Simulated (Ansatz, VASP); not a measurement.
# Mg3Sb2 in VASP and in Ansatz

File INCAR:

```
SYSTEM = Mg3Sb2
PREC = Accurate
ENCUT = 520
EDIFF = 1E-7
ISMEAR = 0
SIGMA = 0.01
LREAL = .False.
LASPH = .True.
NELM = 120
ALGO = Normal
ISIF = 2
LWAVE = .False.
LCHARG = .False.
GGA = PE
IBRION = 2
NSW = 60
EDIFFG = -0.008
GGA_COMPAT = .False.
NELMIN = 4
KPAR = 4
```

The input KPOINTS:

```
Automatic mesh
0
Gamma
  12 12 6
  0 0 0
```

The input POSCAR:

```
Mg3Sb2
1.0
    4.5938670597      0.0000000000      0.0000000000
   -2.2969335298      3.9784055753      0.0000000000
    0.0000000000      0.0000000000      7.5652464445
Mg Sb
3 2
Direct
    0.3333333333      0.6666666667      0.6310342064
    0.6666666667      0.3333333333      0.3689657936
    0.0000000000      0.0000000000      0.0000000000
    0.3333333333      0.6666666667      0.2273549629
    0.6666666667      0.3333333333      0.7726450371
```

Input for Ansatz:

```yaml
crystal:
  lattice:
    - [4.5938670597, 0.0, 0.0]
    - [-2.2969335298, 3.9784055753, 0.0]
    - [0.0, 0.0, 7.5652464445]
  atoms:
    - { symbol: Mg, position: [0.3333333333, 0.6666666667, 0.6310342064] }
    - { symbol: Mg, position: [0.6666666667, 0.3333333333, 0.3689657936] }
    - { symbol: Mg, position: [0.0, 0.0, 0.0] }
    - { symbol: Sb, position: [0.3333333333, 0.6666666667, 0.2273549629] }
    - { symbol: Sb, position: [0.6666666667, 0.3333333333, 0.7726450371] }
basis:
  ecutwfc: 420
kpoints:
  mp_grid: { grid: [12, 12, 6] }
hamiltonian:
  xc: pbe
scf:
  occupations: { method: gaussian, width: 0.01 }
output:
  forces: true
  stress: true
  eigenvalues: true
relax:
  adjacent_minimum: "off"
  f_tol: 0.008
  max_steps: 40
```

Change from the starting cell: strain along c alone, the other axes held, atoms relaxed: +4.0 %.

Alike in both runs: task relaxation of the atoms; functional PBE; k mesh 12 × 12 × 6; occupations gaussian, width 0.01 eV; no spin polarisation.

|  | VASP | Ansatz |
| --- | --- | --- |
| version | VASP 6.6.1 | Ansatz 0.2.0 |
| potentials or method | VASP PAW PBE potentials, release 64 (Mg, Sb), cutoff 520 eV | scalar-relativistic, plane waves, PAW |
| valence electrons in the cell | 16 | 60 |

```tsv
	VASP	Ansatz	Ansatz less VASP
gap on the k mesh at the Fermi level, each at its own relaxed structure (eV)	0.23	0.25	+0.024
```

VASP's potentials hold 16 valence electrons a cell and Ansatz's 60, so a difference there can come from the potentials and not from the codes. Ansatz's warnings: stress scf threshold loose.

Neither program's run includes spin-orbit coupling.
